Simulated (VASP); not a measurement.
Input of a VASP 6.6.1 run:

INCAR

```
ALGO = Normal ; EDIFF = 1E-6
ENCUT = 520 ; GGA = PE
ISIF = 2 ; ISMEAR = 0
IVDW = 12 ; LASPH = True
LCHARG = False ; LREAL = False
LWAVE = False ; NBANDS = 28
NELM = 60 ; PREC = Accurate
SIGMA = 0.02
```

Contents of KPOINTS:

```
k-points
0
Gamma
  6 6 6
```

POSCAR

```
SnSe
1.0
    4.1358231226      0.0000000000      0.0000000000
    0.0000000000      4.1358231226      0.0000000000
    0.0000000000      0.0000000000      5.8492038698
Sn Se
2 2
Direct
    0.5000000000      0.0000000000      0.2500887140
    0.0000000000      0.5000000000      0.7499112860
    0.5000000000      0.0000000000      0.7499351865
    0.0000000000      0.5000000000      0.2500648135
```

Potentials or basis: VASP PAW PBE potentials, release 64 (Sn_d, Se).

The run is started by

```bash
$ cat potpaw_PBE.64/Sn_d/POTCAR potpaw_PBE.64/Se/POTCAR > POTCAR
$ mpirun -np 1 vasp_std > vasp.out
```

Question: What does it give for the dispersion energy per atom?

Answer: -0.386 eV.

Question: Estimate the pressure.

Answer: 3.8 GPa.

Question: Predict the band gap on the k mesh.

Answer: 0.31 eV.

Caveat: the cell stands under pressure; semilocal functionals underestimate gaps, and a narrow one can read as zero; spin-orbit coupling is left out, which moves the levels of the heavy elements. A k mesh can miss the band edges.
